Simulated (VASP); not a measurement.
Here is a VASP 6.6.1 calculation.

The input INCAR:

```
SYSTEM = MgS
  ALGO = Normal
  EDIFF = 1E-6
  ENCUT = 600
  GGA = LIBXC
  GGA_COMPAT = .FALSE.
  ISIF = 2
  ISMEAR = 0
  LASPH = .TRUE.
  LCHARG = .TRUE.
  LELF = .TRUE.
  LIBXC1 = GGA_X_B88
  LIBXC2 = GGA_C_PBE
  LREAL = .FALSE.
  LVHAR = .TRUE.
  LWAVE = .FALSE.
  NBANDS = 11
  NELM = 120
  PREC = Accurate
  SIGMA = 0.01
```

The input KPOINTS:

```
k-points
0
G
  9 9 9
  0 0 0
```

File POSCAR:

```
MgS
1.0
    0.0000000000      2.8025425050      2.8025425050
    2.8025425050      0.0000000000      2.8025425050
    2.8025425050      2.8025425050      0.0000000000
S Mg
1 1
Direct
    0.5000000000      0.5000000000      0.5000000000
    0.0000000000      0.0000000000      0.0000000000
```

Potentials or basis: VASP PAW PBE potentials, release 64 (S, Mg).

Run with:

```bash
$ cat potpaw_PBE.64/S/POTCAR potpaw_PBE.64/Mg/POTCAR > POTCAR
$ mpirun -np 1 vasp_std > vasp.out
```

Task: What does it give for the pressure?

Result: -10.0 GPa.

Task: Estimate the band gap on the k mesh.

Result: 2.25 eV.

Caveat: the cell stands under tension; the PAW data sets were made with another functional, which shifts forces and pressure a little; an odd mesh through Γ misses points on the zone boundary, where band edges can lie.
